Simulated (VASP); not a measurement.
# WC2 (I4/mmm) in VASP: notebook

The runs below take WC2 through single point, relaxation of cell and atoms, with PBEsol.

Everything below comes from runs of VASP 6.6.1. Logs are shortened: lines on timing, memory, paths and dates and some standing lists are left out, and cuts for length are marked.

## Step 1: The cell of the first run

It takes space group I4/mmm (No. 139, tetragonal). Conventional cell: a = 3.018 Å, b = 3.018 Å, c = 5.938 Å, α = 90.00°, β = 90.00°, γ = 90.00°. Within 1.9 Å of C (site symmetry 4mm) lie 1 C at 1.44 Å. Within 3.0 Å of W (site symmetry 4/mmm) lie 10 C at 2.25 Å.

## Step 2: Single point, PBEsol

INCAR reads:

```
SYSTEM = WC2
PREC = Accurate
ENCUT = 520
EDIFF = 1E-6
ISMEAR = 0
SIGMA = 0.1
LREAL = .False.
LASPH = .True.
NELM = 60
ALGO = Normal
ISIF = 2
LWAVE = .False.
LCHARG = .True.
GGA = PS
LELF = .True.
LVHAR = .True.
NBANDS = 18
```

KPOINTS reads:

```
Automatic mesh
0
Gamma
  10 10 10
  0 0 0
```

POSCAR reads:

```
WC2
1.0
   -1.5089353734      1.5089353734      2.9688640196
    1.5089353734     -1.5089353734      2.9688640196
    1.5089353734      1.5089353734     -2.9688640196
C W
2 1
Direct
    0.3788415649      0.3788415649      0.0000000000
    0.6211584351      0.6211584351      0.0000000000
    0.0000000000      0.0000000000      0.0000000000
```

Potentials or basis: VASP PAW PBE potentials, release 64 (C, W_sv).

Launch:

```sh
$ cat potpaw_PBE.64/C/POTCAR potpaw_PBE.64/W_sv/POTCAR > POTCAR
$ mpirun -np 1 vasp_std > vasp.out
```

OUTCAR:

```text
SYSTEM = WC2
   PREC = Accurate
   ENCUT = 520
   EDIFF = 1E-6
   ISMEAR = 0
   LREAL = .False.
   LASPH = .True.
   NELM = 60
   ISIF = 2
   GGA = PS

 ion  position               nearest neighbor table
   1  0.379  0.379  0.000-   2 1.44   3 2.25   3 2.25   3 2.25   3 2.25   3 2.25
   2  0.621  0.621  0.000-   1 1.44   3 2.25   3 2.25   3 2.25   3 2.25   3 2.25
   3  0.000  0.000  0.000-   1 2.25   2 2.25   2 2.25   1 2.25   2 2.25   2 2.25   2 2.25   1 2.25
                             1 2.25   1 2.25

  LATTYP: Found a body centered tetragonal cell.
 ALAT       =     3.0178707468
 C/A-ratio  =     1.9675223154

  Lattice vectors:

 A1 = (  -1.5089353734,   1.5089353734,   2.9688640196)
 A2 = (   1.5089353734,  -1.5089353734,   2.9688640196)
 A3 = (   1.5089353734,   1.5089353734,  -2.9688640196)

Analysis of symmetry for initial positions (statically):
=====================================================================
 Subroutine PRICEL returns:
 Original cell was already a primitive cell.

 Routine SETGRP: Setting up the symmetry group for a
 body centered tetragonal supercell.

 Subroutine GETGRP returns: Found 16 space group operations
 (whereof 16 operations were pure point group operations)
 out of a pool of 16 trial point group operations.

The static configuration has the point symmetry D_4h.

Analysis of symmetry for dynamics (positions and initial velocities):
=====================================================================
 Subroutine PRICEL returns:
 Original cell was already a primitive cell.

 Routine SETGRP: Setting up the symmetry group for a
 body centered tetragonal supercell.

 Subroutine GETGRP returns: Found 16 space group operations
 (whereof 16 operations were pure point group operations)
 out of a pool of 16 trial point group operations.

The dynamic configuration has the point symmetry D_4h.

 Subroutine INISYM returns: Found 16 space group operations
 (whereof 16 operations are pure point group operations),
 and found     1 'primitive' translations

----------------------------------------------------------------------------------------

                                     Primitive cell

  volume of cell :      27.0391

  direct lattice vectors                    reciprocal lattice vectors
    -1.508935373  1.508935373  2.968864020     0.000000000  0.331359453  0.168414584
     1.508935373 -1.508935373  2.968864020     0.331359453  0.000000000  0.168414584
     1.508935373  1.508935373 -2.968864020     0.331359453  0.331359453  0.000000000

  length of vectors
     3.656217374  3.656217374  3.656217374     0.371702246  0.371702246  0.468613033

  position of ions in fractional coordinates (direct lattice)
     0.378841565  0.378841565  0.000000000
     0.621158435  0.621158435  0.000000000
     0.000000000  0.000000000  0.000000000

  ion indices of the primitive-cell ions
   primitive index   ion index
                 1           1
                 2           2
                 3           3

----------------------------------------------------------------------------------------

 KPOINTS: Automatic mesh

Automatic generation of k-mesh.
 Grid dimensions read from file:
 generate k-points for:   10   10   10

 Generating k-lattice:

  Cartesian coordinates                     Fractional coordinates (reciprocal lattice)
     0.000000000  0.033135945  0.016841458     0.100000000  0.000000000 -0.000000000
     0.033135945  0.000000000  0.016841458     0.000000000  0.100000000 -0.000000000
     0.033135945  0.033135945  0.000000000     0.000000000  0.000000000  0.100000000

  Length of vectors
     0.037170225  0.037170225  0.046861303

  Shift w.r.t. Gamma in fractional coordinates (k-lattice)
     0.000000000  0.000000000  0.000000000

 Subroutine IBZKPT returns following result:
 ===========================================

 Found    102 irreducible k-points:

 Following reciprocal coordinates:
            Coordinates               Weight
  0.000000  0.000000  0.000000      1.000000
  0.100000 -0.000000  0.000000      8.000000
  0.200000 -0.000000  0.000000      8.000000
  0.300000  0.000000  0.000000      8.000000
  0.400000  0.000000  0.000000      8.000000
  0.500000 -0.000000  0.000000      4.000000
[... 16 lines left out ...]
  0.300000  0.300000  0.000000      8.000000
  0.400000  0.300000  0.000000     16.000000
 [... further k-points ...]
   k-points           NKPTS =    102   k-points in BZ     NKDIM =    102   number of bands    NBANDS=     18
   number of dos      NEDOS =    301   number of ions     NIONS =      3
   total plane-waves  NPLWV =  21952
   dimension x,y,z NGX =    28 NGY =   28 NGZ =   28
   dimension x,y,z NGXF=    56 NGYF=   56 NGZF=   56
   ions per type =               2   1
   NGX,Y,Z   is equivalent  to a cutoff of  12.73, 12.73, 12.73 a.u.
   NGXF,Y,Z  is equivalent  to a cutoff of  25.46, 25.46, 25.46 a.u.
 SYSTEM =  WC2
   PREC   = accura    normal or accurate (medium, high low for compatibility)
   ISTART =      0    job   : 0-new  1-cont  2-samecut
   ICHARG =      2    charge: 1-file 2-atom 10-const
   ISPIN  =      1    spin polarized calculation?
   LNONCOLLINEAR =      F non collinear calculations
   LSORBIT =      F    spin-orbit coupling
   LASPH  =      T    aspherical Exc in radial PAW
   ENCUT  =  520.0 eV  38.22 Ry    6.18 a.u.   6.80  6.80  6.80*2*pi/ulx,y,z
   NELM   =     60;   NELMIN=  2; NELMDL= -5     # of ELM steps
   EDIFF  = 0.1E-05   stopping-criterion for ELM
   LREAL  =      F    real-space projection
   EDIFFG = 0.1E-04   stopping-criterion for IOM
   NSW    =      0    number of steps for IOM
   IBRION =     -1    ionic relax: 0-MD 1-quasi-New 2-CG
   NFREE  =      0    steps in history (QN), initial steepest desc. (CG)
   ISIF   =      2    stress and relaxation
   ISYM   =      2    0-nonsym 1-usesym 2-fastsym
   POTIM  = 0.5000    time-step for ionic-motion
   TEBEG  =    0.0;   TEEND  =   0.0 temperature during run
   PSTRESS=    0.0 pullay stress
   NELECT =      22.0000    total number of electrons
   NUPDOWN=      -1.0000    fix difference up-down
   EMIN   =  10.00;   EMAX   =-10.00  energy-range for DOS
   EFERMI =   0.00;   METHOD = LEGACY
   ISMEAR =     0;   SIGMA  =   0.10  broadening in eV -4-tet -1-fermi 0-gaus
   EFERMI_NEDOS =   21; number of points for ismear=-14 and -15
   IALGO  =     38    algorithm
   IMIX   =      4    mixing-type and parameters
     AMIX     =   0.40;   BMIX     =  1.00
     AMIX_MAG =   1.60;   BMIX_MAG =  1.00
  volume/ion in A,a.u.               =       9.01        60.82
  Fermi-wavevector in a.u.,A,eV,Ry     =   1.528335  2.888134 31.780592  2.335808
  Thomas-Fermi vector in A             =   2.636108
   LORBIT       =      0    0 simple, 1 ext, 2 COOP (PROOUT), +10 PAW based schemes
   GGA     = PS    functional components
   LHFCALC =     F    Hartree Fock is set to
   AEXX    =    0.0000 exact exchange contribution
   IVDW    =     0    specifies the selected vdW correction
   LEPSILON=     F    determine dielectric tensor
   LRPA    =     F    only Hartree local field effects (RPA)
 non-spin polarized calculation
 Gauss-broadening in eV      SIGMA  =   0.10
  energy-cutoff  :      520.00
  volume of cell :       27.04
 maximum number of plane-waves:       751
   NGX = 13   NGY = 13   NGZ = 13

 number of electron      22.0000000 magnetization

 Free energy of the ion-electron system (eV)
  ---------------------------------------------------
  ext. energy  EPLUGINS =         0.00000000
  ---------------------------------------------------
  free energy    TOTEN  =       -29.97336271 eV

  energy without entropy =      -29.96406578  energy(sigma->0) =      -29.96871424

 E-fermi :  11.2046     XC(G=0): -13.7127

 val. band max:       11.1965645828   @ k =  -0.4000   0.4000   0.4000
 cond. band min:      11.2191376120   @ k =  -0.2000   0.2000   0.1000
 fundamental gap:      0.0225730292
 Fermi energy:        11.2046326924

 k-point     1 :       0.0000    0.0000    0.0000
  band No.  band energies     occupation
      1     -63.7180      2.00000
      2     -27.9359      2.00000
      3     -27.9359      2.00000
      4     -27.6929      2.00000
      5      -7.0530      2.00000
      6       2.1798      2.00000
[... 10 lines left out ...]
     17      19.2092      0.00000
     18      19.8823      0.00000

 k-point     2 :       0.1000   -0.0000    0.0000
  band No.  band energies     occupation
      1     -63.7159      2.00000
      2     -27.9812      2.00000
      3     -27.9319      2.00000
      4     -27.6960      2.00000
      5      -6.8539      2.00000
      6       2.1405      2.00000
[... 10 lines left out ...]
     17      20.1467      0.00000
     18      20.5846      0.00000

 k-point     3 :       0.2000   -0.0000    0.0000
  band No.  band energies     occupation
      1     -63.7107      2.00000
      2     -28.0985      2.00000
      3     -27.9216      2.00000
      4     -27.7038      2.00000
      5      -6.2947      2.00000
      6       1.8870      2.00000
[... 10 lines left out ...]
     17      20.6044      0.00000
     18      22.2699      0.00000

 k-point     4 :       0.3000    0.0000    0.0000
  band No.  band energies     occupation
      1     -63.7041      2.00000
      2     -28.2405      2.00000
      3     -27.9087      2.00000
      4     -27.7130      2.00000
      5      -5.4903      2.00000
      6       1.2364      2.00000
[... 375 lines left out ...]
      4     -27.6890      2.00000
      5      -5.9323      2.00000
      6       2.4221      2.00000
[... 10 lines left out ...]
     17      21.6622      0.00000
     18      23.7187      0.00000

 k-point    23 :       0.3000    0.3000    0.0000
  band No.  band energies     occupation
      1     -63.6909      2.00000
      2     -28.2008      2.00000
      3     -28.1898      2.00000
      4     -27.7193      2.00000
      5      -5.0271      2.00000
      6       1.0069      2.00000
[... 10 lines left out ...]
     17      21.9471      0.00000
     18      24.2385      0.00000

 k-point    24 :       0.4000    0.3000    0.0000
  band No.  band energies     occupation
      1     -63.6862      2.00000
      2     -28.2990      2.00000
      3     -28.1754      2.00000
      4     -27.7090      2.00000
      5      -5.0489      2.00000
      6       1.4339      2.00000
[... 10 lines left out ...]
     17      20.9035      0.00000
     18      23.5778      0.00000

 [... further k-points ...]

------------------------ aborting loop because EDIFF is reached ----------------------------------------

  FORCE on cell =-STRESS in cart. coord.  units (eV):
  Direction    XX          YY          ZZ          XY          YZ          ZX
  --------------------------------------------------------------------------------------
  -------------------------------------------------------------------------------------
  Total        0.2321754      0.2321754      0.2912532      0.0000000      0.0000000      0.0000000
  in kB       13.7573655     13.7573655     17.2579724      0.0000000      0.0000000      0.0000000
  external PRESSURE =      14.9242345 kB  Pullay stress =       0.0000000 kB

 VOLUME and BASIS-vectors are now :
 -----------------------------------------------------------------------------
  energy-cutoff  :      520.00
  volume of cell :       27.04
      direct lattice vectors                 reciprocal lattice vectors
    -1.508935373  1.508935373  2.968864020     0.000000000  0.331359453  0.168414584
     1.508935373 -1.508935373  2.968864020     0.331359453  0.000000000  0.168414584
     1.508935373  1.508935373 -2.968864020     0.331359453  0.331359453  0.000000000

 POSITION                                       TOTAL-FORCE (eV/Angst)
 -----------------------------------------------------------------------------------
      0.00000      0.00000      2.24946        -0.000000     -0.000000     -0.130021
      0.00000      0.00000      3.68827         0.000000      0.000000      0.130021
      0.00000      0.00000      0.00000         0.000000      0.000000     -0.000000
 -----------------------------------------------------------------------------------
    total drift:                               -0.000000     -0.000000      0.000000

  FREE ENERGIE OF THE ION-ELECTRON SYSTEM (eV)
  ---------------------------------------------------
  free  energy   TOTEN  =       -29.9733627078 eV

  energy  without entropy=      -29.9640657775  energy(sigma->0) =      -29.96871424
```

It took 21 s on 1 thread of Intel Xeon 6975P-C (Granite Rapids), shared host; peak memory 0.19 GiB.

What came out:

```
Free energy            : -29.9734 eV
Pressure               : 1.5 GPa
Largest force          : 0.130 eV/Å
Band gap on the k mesh : zero (band 11 reaches 12.11 eV, above the bottom of band 12 at 8.46 eV)
```

Forces in eV/Å, atoms in the order of the input:
```
C    0.000  0.000 -0.130
C    0.000  0.000  0.130
W    0.000  0.000  0.000
```

Stress tensor (GPa, compression positive):
```
1.38 0.00 0.00
0.00 1.38 0.00
0.00 0.00 1.73
```

Levels at points of the mesh, in eV from the Fermi level:
| k point | band 8 | band 9 | band 10 | band 11 | band 12 | band 13 | band 14 | band 15 |
| --- | --- | --- | --- | --- | --- | --- | --- | --- |
| (0.00, 0.00, 0.00) | -4.26 | -3.69 | -3.69 | -2.74 | -2.74 | 0.05 | 2.35 | 7.58 |
| (0.50, 0.00, 0.00) | -7.11 | -5.27 | -0.56 | 0.42 | 1.28 | 1.87 | 1.95 | 4.74 |
| (0.50, 0.50, 0.00) | -6.83 | -5.78 | -4.56 | -2.42 | 2.96 | 3.31 | 4.41 | 7.39 |
| (0.50, 0.50, 0.50) | -4.26 | -4.26 | -2.75 | 0.02 | 0.02 | 0.38 | 4.25 | 4.52 |

Caveat: the PAW data sets were made with another functional, which shifts forces and pressure a little; spin-orbit coupling is left out, which moves the levels of the heavy elements.

(Part 1 of 2 ends here.)
